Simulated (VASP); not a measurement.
# W (R-3m) in VASP: notebook

W is run at these levels: LDA; tasks: single point.

All numbers are computed with VASP 6.6.1; they aren't measurements. Logs are shortened: lines on timing, memory, paths and dates and some standing lists are left out, and cuts for length are marked.

## 1. The cell of the first run

It takes space group R-3m (No. 166, trigonal). Conventional cell: a = 5.480 Å, b = 5.480 Å, c = 1.851 Å, α = 90.00°, β = 90.00°, γ = 120.00°. Within 2.5 Å of W (site symmetry -3m) lie 2 W at 1.85 Å.

## 2. Single point, LDA (16.04 Å³/atom)

Input file INCAR:

```
SYSTEM = W
ALGO = Fast
EDIFF = 1E-6
ENCUT = 520
ISIF = 2
ISMEAR = 0
LASPH = .TRUE.
LCHARG = .FALSE.
LREAL = .FALSE.
LWAVE = .FALSE.
NBANDS = 13
NELM = 80
PREC = Accurate
SIGMA = 0.15
```

Input file KPOINTS:

```
k-points
0
G
  22 22 22
  0 0 0
```

Input file POSCAR:

```
W
1.0
   -2.2269404007      1.6476840459      1.6476840459
    1.6476840459     -2.2269404007      1.6476840459
    1.6476840459      1.6476840459     -2.2269404007
W
1
Direct
    0.0000000000      0.0000000000      0.0000000000
```

Potentials or basis: VASP PAW LDA potentials, release 64 (W_sv).

Run with:

```sh
$ cat potpaw_LDA.64/W_sv/POTCAR > POTCAR
$ mpirun -np 1 vasp_std > vasp.out
```

OUTCAR:

```text
SYSTEM = W
   EDIFF = 1E-6
   ENCUT = 520
   ISIF = 2
   ISMEAR = 0
   LASPH = .TRUE.
   LREAL = .FALSE.
   NELM = 80
   PREC = Accurate

 ion  position               nearest neighbor table
   1  0.000  0.000  0.000-

  LATTYP: Found a trigonal (rhomboedric) cell.
 ALAT       =     3.2231954608
 COS(alpha) =    -0.4450602107

  Lattice vectors:

 A1 = (  -2.2269404007,   1.6476840459,   1.6476840459)
 A2 = (   1.6476840459,  -2.2269404007,   1.6476840459)
 A3 = (   1.6476840459,   1.6476840459,  -2.2269404007)

Analysis of symmetry for initial positions (statically):
=====================================================================
 Subroutine PRICEL returns:
 Original cell was already a primitive cell.

 Routine SETGRP: Setting up the symmetry group for a
 trigonal (rhombohedral) supercell.

 Subroutine GETGRP returns: Found 12 space group operations
 (whereof 12 operations were pure point group operations)
 out of a pool of 12 trial point group operations.

The static configuration has the point symmetry D_3d.

Analysis of symmetry for dynamics (positions and initial velocities):
=====================================================================
 Subroutine PRICEL returns:
 Original cell was already a primitive cell.

 Routine SETGRP: Setting up the symmetry group for a
 trigonal (rhombohedral) supercell.

 Subroutine GETGRP returns: Found 12 space group operations
 (whereof 12 operations were pure point group operations)
 out of a pool of 12 trial point group operations.

The dynamic configuration has the point symmetry D_3d.

 Subroutine INISYM returns: Found 12 space group operations
 (whereof 12 operations are pure point group operations),
 and found     1 'primitive' translations

----------------------------------------------------------------------------------------

                                     Primitive cell

  volume of cell :      16.0400

  direct lattice vectors                    reciprocal lattice vectors
    -2.226940401  1.647684046  1.647684046     0.139925239  0.398014768  0.398014768
     1.647684046 -2.226940401  1.647684046     0.398014768  0.139925239  0.398014768
     1.647684046  1.647684046 -2.226940401     0.398014768  0.398014768  0.139925239

  length of vectors
     3.223195461  3.223195461  3.223195461     0.580009124  0.580009124  0.580009124

  position of ions in fractional coordinates (direct lattice)
     0.000000000  0.000000000  0.000000000

  ion indices of the primitive-cell ions
   primitive index   ion index
                 1           1

----------------------------------------------------------------------------------------

 KPOINTS: k-points

Automatic generation of k-mesh.
 Grid dimensions read from file:
 generate k-points for:   22   22   22

 Generating k-lattice:

  Cartesian coordinates                     Fractional coordinates (reciprocal lattice)
     0.006360238  0.018091580  0.018091580     0.045454545  0.000000000  0.000000000
     0.018091580  0.006360238  0.018091580     0.000000000  0.045454545  0.000000000
     0.018091580  0.018091580  0.006360238     0.000000000  0.000000000  0.045454545

  Length of vectors
     0.026364051  0.026364051  0.026364051

  Shift w.r.t. Gamma in fractional coordinates (k-lattice)
     0.000000000  0.000000000  0.000000000

 Subroutine IBZKPT returns following result:
 ===========================================

 Found   1024 irreducible k-points:

 Following reciprocal coordinates:
            Coordinates               Weight
  0.000000  0.000000  0.000000      1.000000
  0.045455  0.000000  0.000000      6.000000
  0.090909  0.000000  0.000000      6.000000
  0.136364 -0.000000  0.000000      6.000000
  0.181818 -0.000000 -0.000000      6.000000
  0.227273 -0.000000  0.000000      6.000000
[... 16 lines left out ...]
  0.500000  0.045455  0.000000     12.000000
 -0.454545  0.045455  0.000000     12.000000
 [... further k-points ...]
   k-points           NKPTS =   1024   k-points in BZ     NKDIM =   1024   number of bands    NBANDS=     13
   number of dos      NEDOS =    301   number of ions     NIONS =      1
   total plane-waves  NPLWV =  13824
   dimension x,y,z NGX =    24 NGY =   24 NGZ =   24
   dimension x,y,z NGXF=    48 NGYF=   48 NGZF=   48
   ions per type =               1
   NGX,Y,Z   is equivalent  to a cutoff of  12.38, 12.38, 12.38 a.u.
   NGXF,Y,Z  is equivalent  to a cutoff of  24.76, 24.76, 24.76 a.u.
 SYSTEM =  W
   PREC   = accura    normal or accurate (medium, high low for compatibility)
   ISTART =      0    job   : 0-new  1-cont  2-samecut
   ICHARG =      2    charge: 1-file 2-atom 10-const
   ISPIN  =      1    spin polarized calculation?
   LNONCOLLINEAR =      F non collinear calculations
   LSORBIT =      F    spin-orbit coupling
   LASPH  =      T    aspherical Exc in radial PAW
   ENCUT  =  520.0 eV  38.22 Ry    6.18 a.u.   5.99  5.99  5.99*2*pi/ulx,y,z
   NELM   =     80;   NELMIN=  2; NELMDL= -5     # of ELM steps
   EDIFF  = 0.1E-05   stopping-criterion for ELM
   LREAL  =      F    real-space projection
   EDIFFG = 0.1E-04   stopping-criterion for IOM
   NSW    =      0    number of steps for IOM
   IBRION =     -1    ionic relax: 0-MD 1-quasi-New 2-CG
   NFREE  =      0    steps in history (QN), initial steepest desc. (CG)
   ISIF   =      2    stress and relaxation
   ISYM   =      2    0-nonsym 1-usesym 2-fastsym
   POTIM  = 0.5000    time-step for ionic-motion
   TEBEG  =    0.0;   TEEND  =   0.0 temperature during run
   PSTRESS=    0.0 pullay stress
   NELECT =      14.0000    total number of electrons
   NUPDOWN=      -1.0000    fix difference up-down
   EMIN   =  10.00;   EMAX   =-10.00  energy-range for DOS
   EFERMI =   0.00;   METHOD = LEGACY
   ISMEAR =     0;   SIGMA  =   0.15  broadening in eV -4-tet -1-fermi 0-gaus
   EFERMI_NEDOS =   21; number of points for ismear=-14 and -15
   IALGO  =     68    algorithm
   IMIX   =      4    mixing-type and parameters
     AMIX     =   0.40;   BMIX     =  1.00
     AMIX_MAG =   1.60;   BMIX_MAG =  1.00
  volume/ion in A,a.u.               =      16.04       108.24
  Fermi-wavevector in a.u.,A,eV,Ry     =   1.564526  2.956525 33.303537  2.447741
  Thomas-Fermi vector in A             =   2.667137
   LORBIT       =      0    0 simple, 1 ext, 2 COOP (PROOUT), +10 PAW based schemes
   GGA     = CA    functional components
   LHFCALC =     F    Hartree Fock is set to
   AEXX    =    0.0000 exact exchange contribution
   IVDW    =     0    specifies the selected vdW correction
   LEPSILON=     F    determine dielectric tensor
   LRPA    =     F    only Hartree local field effects (RPA)
 non-spin polarized calculation
 RMM-DIIS sequential band-by-band and
 Gauss-broadening in eV      SIGMA  =   0.15
  energy-cutoff  :      520.00
  volume of cell :       16.04
 maximum number of plane-waves:       446
   NGX = 11   NGY = 11   NGZ = 11

 number of electron      13.9999997 magnetization

 Free energy of the ion-electron system (eV)
  ---------------------------------------------------
  ext. energy  EPLUGINS =         0.00000000
  ---------------------------------------------------
  free energy    TOTEN  =        -6.32939185 eV

  energy without entropy =       -6.32095217  energy(sigma->0) =       -6.32517201

 E-fermi :  11.1249     XC(G=0): -13.3211

 val. band max:       11.1222014549   @ k =  -0.4545   0.4091   0.2273
 cond. band min:      11.1264654362   @ k =  -0.4545   0.4545   0.1818
 fundamental gap:      0.0042639812
 Fermi energy:        11.1249469763

 k-point     1 :       0.0000    0.0000    0.0000
  band No.  band energies     occupation
      1     -64.8683      2.00000
      2     -28.4698      2.00000
      3     -28.4698      2.00000
      4     -21.4348      2.00000
      5       1.4907      2.00000
      6       4.6729      2.00000
      7       7.6274      2.00000
      8       7.6274      2.00000
      9      19.8760      0.00000
     10      22.6891      0.00000
     11      22.6891      0.00000
     12      28.1491      0.00000
     13      28.1491      0.00000

 k-point     2 :       0.0455    0.0000    0.0000
  band No.  band energies     occupation
      1     -64.8117      2.00000
      2     -28.4297      2.00000
      3     -28.4275      2.00000
      4     -21.8603      2.00000
      5       1.6219      2.00000
      6       5.2461      2.00000
      7       7.6857      2.00000
      8       7.7228      2.00000
      9      20.0150      0.00000
     10      21.3489      0.00000
     11      21.4008      0.00000
     12      29.1870      0.00000
     13      29.2252      0.00000

 k-point     3 :       0.0909    0.0000    0.0000
  band No.  band energies     occupation
      1     -64.6445      2.00000
      2     -28.3109      2.00000
      3     -28.3025      2.00000
      4     -23.0266      2.00000
      5       1.9921      2.00000
      6       6.8757      2.00000
      7       7.8607      2.00000
      8       8.0070      2.00000
      9      18.8029      0.00000
     10      18.9379      0.00000
     11      20.4280      0.00000
     12      30.5864      0.00000
     13      30.8695      0.00000

 k-point     4 :       0.1364   -0.0000    0.0000
  band No.  band energies     occupation
      1     -64.3752      2.00000
      2     -28.1188      2.00000
      3     -28.1007      2.00000
      4     -24.6896      2.00000
      5       2.5745      2.00000
      6       8.1508      2.00000
      7       8.4738      2.00000
      8       9.3318      2.00000
      9      16.0929      0.00000
     10      16.3004      0.00000
     11      21.1025      0.00000
     12      31.0808      0.00000
     13      31.7219      0.00000

 k-point     5 :       0.1818   -0.0000   -0.0000
  band No.  band energies     occupation
      1     -64.0181      2.00000
      2     -27.8630      2.00000
      3     -27.8325      2.00000
      4     -26.6054      2.00000
      5       3.3528      2.00000
      6       8.5469      2.00000
      7       9.1091      2.00000
      8      12.3267      0.00000
      9      13.5225      0.00000
     10      13.7591      0.00000
     11      22.0133      0.00000
     12      30.8957      0.00000
     13      31.6908      0.00000
[... 257 lines left out ...]
 k-point    22 :       0.4545    0.0455    0.0000
  band No.  band energies     occupation
      1     -61.5637      2.00000
      2     -35.6622      2.00000
      3     -26.0724      2.00000
      4     -25.9809      2.00000
      5       2.8322      2.00000
      6       3.7247      2.00000
      7      12.9870      0.00000
      8      13.3483      0.00000
      9      15.4371      0.00000
     10      17.0217      0.00000
     11      22.6574      0.00000
     12      27.8574      0.00000
     13      31.1431      0.00000

 k-point    23 :       0.5000    0.0455    0.0000
  band No.  band energies     occupation
      1     -61.6443      2.00000
      2     -35.4296      2.00000
      3     -26.1405      2.00000
      4     -26.0443      2.00000
      5       3.0207      2.00000
      6       3.9544      2.00000
      7      12.6275      0.00000
      8      12.9953      0.00000
      9      15.5785      0.00000
     10      17.2406      0.00000
     11      22.9056      0.00000
     12      27.5865      0.00000
     13      31.4762      0.00000

 k-point    24 :      -0.4545    0.0455    0.0000
  band No.  band energies     occupation
      1     -61.8758      2.00000
      2     -34.7455      2.00000
      3     -26.3190      2.00000
      4     -26.2213      2.00000
      5       3.6264      2.00000
      6       4.6285      2.00000
      7      11.4067      0.00789
      8      12.1959      0.00000
      9      14.5461      0.00000
     10      19.2163      0.00000
     11      23.6707      0.00000
     12      27.6137      0.00000
     13      31.8648      0.00000

 [... further k-points ...]

------------------------ aborting loop because EDIFF is reached ----------------------------------------

  FORCE on cell =-STRESS in cart. coord.  units (eV):
  Direction    XX          YY          ZZ          XY          YZ          ZX
  --------------------------------------------------------------------------------------
  -------------------------------------------------------------------------------------
  Total       15.9406220     15.9406220     15.9406220     18.6991644     18.6991644     18.6991644
  in kB     1592.2508222   1592.2508222   1592.2508222   1867.7916003   1867.7916003   1867.7916003
  external PRESSURE =    1592.2508222 kB  Pullay stress =       0.0000000 kB

 VOLUME and BASIS-vectors are now :
 -----------------------------------------------------------------------------
  energy-cutoff  :      520.00
  volume of cell :       16.04
      direct lattice vectors                 reciprocal lattice vectors
    -2.226940401  1.647684046  1.647684046     0.139925239  0.398014768  0.398014768
     1.647684046 -2.226940401  1.647684046     0.398014768  0.139925239  0.398014768
     1.647684046  1.647684046 -2.226940401     0.398014768  0.398014768  0.139925239

 POSITION                                       TOTAL-FORCE (eV/Angst)
 -----------------------------------------------------------------------------------
      0.00000      0.00000      0.00000        -0.000000      0.000000      0.000000
 -----------------------------------------------------------------------------------
    total drift:                               -0.000000      0.000000      0.000000

  FREE ENERGIE OF THE ION-ELECTRON SYSTEM (eV)
  ---------------------------------------------------
  free  energy   TOTEN  =        -6.3293918524 eV

  energy  without entropy=       -6.3209521724  energy(sigma->0) =       -6.32517201
```

Run time: 4.1 min. Hardware: 1 thread of Intel Xeon 8259CL, shared host; peak memory 0.3 GiB.

Results:

```yaml
Free_energy: -6.3294 eV
Pressure: 159.2 GPa
Band_gap_on_the_k_mesh: zero (bands 7 and 8 overlap by 6.60 eV)
```

Stress tensor (GPa, compression positive):
```
159.23 186.78 186.78
186.78 159.23 186.78
186.78 186.78 159.23
```

Caveat: atoms lie so close that the PAW spheres overlap strongly, which falsifies energies and pressures; the cell stands under pressure; spin-orbit coupling is left out, which moves the levels of the heavy elements.

## 3. Single point, LDA (16.04 Å³/atom)

Input file INCAR:

```
SYSTEM = W
PREC     = Accurate       ! precision mode
ENCUT    = 520            ! plane-wave cutoff, eV
EDIFF    = 1E-7           ! SCF threshold, eV
ISMEAR   = 0              ! smearing method
SIGMA    = 0.15           ! smearing width, eV
LREAL    = .FALSE.        ! projectors in reciprocal space
LASPH    = .TRUE.         ! aspherical terms in the spheres
NELM     = 80             ! most SCF steps
ALGO     = Fast           ! electronic algorithm
ISIF     = 2              ! what is computed and relaxed
LWAVE    = .FALSE.        ! write WAVECAR
LCHARG   = .FALSE.        ! write CHGCAR
NBANDS   = 13             ! bands
```

Input file KPOINTS:

```
regular mesh
0
G
  22 22 22
  0 0 0
```

Input file POSCAR:

```
W
1.0
   -1.3783197874      1.5958292180      1.5958292180
    1.5958292180     -1.3783197874      1.5958292180
    1.5958292180      1.5958292180     -1.3783197874
W
1
Direct
    0.0000000000      0.0000000000      0.0000000000
```

Potentials or basis: VASP PAW LDA potentials, release 64 (W_sv).

Run with:

```sh
$ cat potpaw_LDA.64/W_sv/POTCAR > POTCAR
$ mpirun -np 1 vasp_std > vasp.out
```

Run time: 4.5 min. Hardware: 1 thread of Intel Xeon 8259CL, shared host; peak memory 0.29 GiB.

Results (log left out):

| Item | Value |
| --- | --- |
| Free energy | -13.8074 eV |
| Pressure | -3.0 GPa |
| Band gap on the k mesh | zero (bands 7 and 8 overlap by 3.00 eV) |

Stress tensor (GPa, compression positive):
```
 -3.05 -13.20 -13.20
-13.20  -3.05 -13.20
-13.20 -13.20  -3.05
```

Levels at points of the mesh, in eV from the Fermi level:
```tsv
k point	band 5	band 6	band 7	band 8	band 9	band 10
(0.00, 0.00, 0.00)	-9.58	-2.95	-2.95	0.87	2.83	2.83
(0.50, 0.00, 0.00)	-6.33	-3.99	-0.20	2.79	3.24	4.10
(0.50, 0.50, 0.00)	-6.31	-3.77	1.81	1.83	1.97	6.85
(0.50, 0.50, 0.50)	-5.88	-5.88	1.51	6.42	6.42	7.07
```

Caveat: the cell stands under tension; spin-orbit coupling is left out, which moves the levels of the heavy elements.
